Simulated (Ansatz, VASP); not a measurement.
# Two plane-wave programs on AlNi

```
Al Ni
1.0
     1.93869   -1.95319    0.00000
     1.93869    1.95319    0.00000
     0.00000    0.00000    3.09943
Al Ni
1 1
Direct
  0.00000 0.00000 0.00000
  0.50000 0.50000 0.50000
```

Alike in both runs: task single point; functional PBEsol; k mesh 16 × 16 × 14; occupations fermi-dirac, width 0.3 eV; no spin polarisation.

```csv
,VASP,Ansatz
version,VASP 6.6.1,Ansatz 0.2.0
potentials or method,"VASP PAW PBE potentials, release 64 (Al, Ni), cutoff 520 eV","scalar-relativistic, plane waves, PAW"
valence electrons in the cell,13,21
```

```csv
,VASP,Ansatz,Ansatz less VASP
gap on the k mesh at the Fermi level (eV),none,none,-
pressure (GPa),1.4,1.2,-0.22
"traceless stress, the component that is largest in VASP (GPa)",-4.10,-3.96,+0.138
```

VASP's potentials were made for PBE, not for PBEsol. A gap of «none» marks a metal or a gap that the smearing closes. VASP's potentials hold 13 valence electrons a cell and Ansatz's 21, so a difference there can come from the potentials and not from the codes.
